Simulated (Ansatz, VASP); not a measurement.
# TaN: VASP beside Ansatz

```xyz
2
Lattice="0.0000 2.2086 2.2086 2.2086 0.0000 2.2086 2.2086 2.2086 0.0000" Properties=species:S:1:pos:R:3 pbc="T T T"
Ta    2.2086    2.2086    2.2086
N    -0.4243   -0.4243    0.0000
```

Alike in both runs: task single point; functional PBE; k mesh 24 × 24 × 24; occupations gaussian, width 0.15 eV; no spin polarisation.

```csv
,VASP,Ansatz
version,VASP 6.6.1,Ansatz 0.2.0
potentials or method,"VASP PAW PBE potentials, release 64 (Ta_pv, N), cutoff 520 eV","scalar-relativistic, plane waves, PAW"
valence electrons in the cell,16,18
```

```csv
,VASP,Ansatz,Ansatz less VASP
gap on the k mesh at the Fermi level (eV),none,none,-
rms of the force components (eV/Å),3.954,3.862,-0.0919
```

Atom by atom the forces differ by 0.092 eV/Å (rms over components). A gap of «none» marks a metal or a gap that the smearing closes. VASP's potentials hold 16 valence electrons a cell and Ansatz's 18, so a difference there can come from the potentials and not from the codes.

Neither program's run includes spin-orbit coupling.
